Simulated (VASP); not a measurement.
Input of a VASP 6.6.1 run:

INCAR

```
PREC = Accurate
ENCUT = 520
EDIFF = 1E-6
ISMEAR = 0
SIGMA = 0.15
LREAL = F
LASPH = T
NELM = 100
ALGO = Fast
ISIF = 2
LWAVE = F
LCHARG = T
GGA = PS
LELF = T
LVHAR = T
NBANDS = 14
```

KPOINTS

```
Automatic mesh
0
Gamma
  18 18 16
```

Contents of POSCAR:

```
AlNi
1.0
    1.9386940000     -1.9531901500      0.0000000000
    1.9386940000      1.9531901500      0.0000000000
    0.0000000000      0.0000000000      3.0994300413
Al Ni
1 1
Direct
    0.0000000000      0.0000000000      0.0000000000
    0.4993909311      0.3364789630      0.4274060079
```

Potentials or basis: VASP PAW PBE potentials, release 64 (Al, Ni).

Command:

```console
$ cat potpaw_PBE.64/Al/POTCAR potpaw_PBE.64/Ni/POTCAR > POTCAR
$ mpirun -np 1 vasp_std > vasp.out
```

Q: Estimate the band gap on the k mesh.

A: Zero (an odd number of electrons rules out a gap without spin polarisation).

Q: What does it give for the pressure?

A: 17.8 GPa.

Q: Predict the largest force.

A: 3.864 eV/Å.

Forces on the atoms (eV/Å):
```
Al  -2.161 -2.030 -2.478
Ni   2.161  2.030  2.478
```

Caveat: the cell differs from its parent crystal (atom 2 (Ni) moved by (-0.450, -0.225) A along [1 1 0] and z); the cell stands under pressure; the PAW data sets were made with another functional, which shifts forces and pressure a little. Spin polarisation is off, so any magnetic state and its effect on volume and gap are missing.
